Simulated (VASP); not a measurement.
A run of VASP 6.6.1 is set up as follows.

File INCAR:

```
PREC = Accurate ; ENCUT = 600
EDIFF = 1E-6 ; ISMEAR = 0
SIGMA = 0.02 ; LREAL = F
LASPH = T ; NELM = 60
ALGO = Normal ; ISIF = 3
LWAVE = F ; LCHARG = F
GGA = PE ; IBRION = 2
NSW = 100 ; EDIFFG = -0.01
```

Contents of KPOINTS:

```
regular mesh
0
Gamma
  8 8 4
```

POSCAR

```
Mg3CdS4
1.0
    3.7622592072      0.0000000000      0.0000000000
    0.0000000000      3.7622592072      0.0000000000
    0.0000000000      0.0000000000     10.5972299472
Mg Cd S
3 1 4
Direct
    0.0000000000      0.0000000000      0.7460335068
    0.0000000000      0.0000000000      0.2539664932
    0.5000000000      0.5000000000      0.5000000000
    0.5000000000      0.5000000000      0.0000000000
    0.0000000000      0.0000000000      0.0000000000
    0.5000000000      0.5000000000      0.2569778227
    0.0000000000      0.0000000000      0.5000000000
    0.5000000000      0.5000000000      0.7430221773
```

Potentials or basis: VASP PAW PBE potentials, release 64 (Mg, Cd, S).

Run with:

```console
$ cat potpaw_PBE.64/Mg/POTCAR potpaw_PBE.64/Cd/POTCAR potpaw_PBE.64/S/POTCAR > POTCAR
$ mpirun -np 1 vasp_std > vasp.out
```

Q: Estimate the space group after relaxing (to 0.1 Å).

A: P4/mmm (No. 123).

Q: Estimate the relaxed cell.

A: a = 3.752 Å, b = 3.752 Å, c = 10.626 Å, α = 90.00°, β = 90.00°, γ = 90.00°.

The path:
| step | energy change (eV) | largest force (eV/Å) | pressure (GPa) | volume (Å³) |
| --- | --- | --- | --- | --- |
| 1 | 0.0000 | 0.0254 | -0.21 | 150.00 |
| 2 | -0.0009 | 0.0204 | 0.05 | 149.46 |
| 3 | -0.0010 | 0.0195 | 0.11 | 149.35 |
| 4 | -0.0012 | 0.0168 | 0.03 | 149.51 |
| 5 | -0.0012 | 0.0151 | -0.01 | 149.61 |
| 6 | -0.0012 | 0.0153 | -0.01 | 149.59 |
| 7 | -0.0012 | 0.0155 | 0.00 | 149.58 |
| 8 | -0.0012 | 0.0161 | 0.01 | 149.54 |
| 9 | -0.0012 | 0.0157 | 0.00 | 149.57 |
| 10 | -0.0013 | 0.0122 | 0.00 | 149.58 |
| 11 | -0.0013 | 0.0021 | 0.00 | 149.59 |
